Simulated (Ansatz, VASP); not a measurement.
SnTe2 in VASP and in Ansatz

```
Sn Te
1.0
     6.95857    0.00000    0.00000
     0.00000    6.95857    0.00000
     0.00000    0.00000    4.41791
Sn Te
2 4
Direct
  0.00000 0.00000 0.00000
  0.50000 0.50000 0.50000
  0.30235 0.30235 0.00000
  0.19765 0.80235 0.50000
  0.80235 0.19765 0.50000
  0.69765 0.69765 0.00000
```

Alike in both runs: task single point; functional PBE; k mesh 4 × 4 × 4; no spin polarisation.

```csv
,VASP,Ansatz
version,VASP 6.6.1,Ansatz 0.2.0
potentials or method,"VASP PAW PBE potentials, release 64 (Sn_d, Te)",plane waves
plane-wave cutoff (eV),520,420
occupations,"methfessel-paxton of order 1, width 0.2 eV","cold, width 0.2 eV"
valence electrons in the cell,52,92
```

Ansatz gave:

```
pressure (GPa)                                                : 1.2
traceless stress, the component that is largest in VASP (GPa) : 0.02
rms of the force components (eV/Å)                            : 0.043
```

**Question.** Estimate VASP's values.

**Answer.** Pressure (GPa): 1.2; traceless stress, the component that is largest in VASP (GPa): 0.07; rms of the force components (eV/Å): 0.050.

Atom by atom the forces differ by 0.008 eV/Å (rms over components). VASP's potentials hold 52 valence electrons a cell and Ansatz's 92, so a difference there can come from the potentials and not from the codes.

Spin-orbit coupling is off throughout.
